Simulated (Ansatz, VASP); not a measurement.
# Two plane-wave programs on GaN

```
Ga N
1.0
     0.00000    2.10964    2.10964
     2.10964    0.00000    2.10964
     2.10964    2.10964    0.00000
Ga N
1 1
Cartesian
  0.0000 0.0000 0.0000
  2.1096 2.1096 2.1096
```

Alike in both runs: functional PBEsol; k mesh 8 × 8 × 8; no spin polarisation.

Ansatz relaxed the structure, and its values are those at the end. VASP's run is a single point on that final structure, the one shown.

|  | VASP | Ansatz |
| --- | --- | --- |
| version | VASP 6.6.1 | Ansatz 0.2.0 |
| potentials or method | VASP PAW PBE potentials, release 64 (Ga_d, N) | plane waves, PAW |
| plane-wave cutoff (eV) | 520 | 420 |
| occupations | gaussian, width 0.01 eV | fixed |
| valence electrons in the cell | 18 | 18 |

VASP gave:

* pressure (GPa): 0.4

Task: Which values does Ansatz return?

Result: Pressure (GPa): 0.0.

VASP's potentials were made for PBE, not for PBEsol.
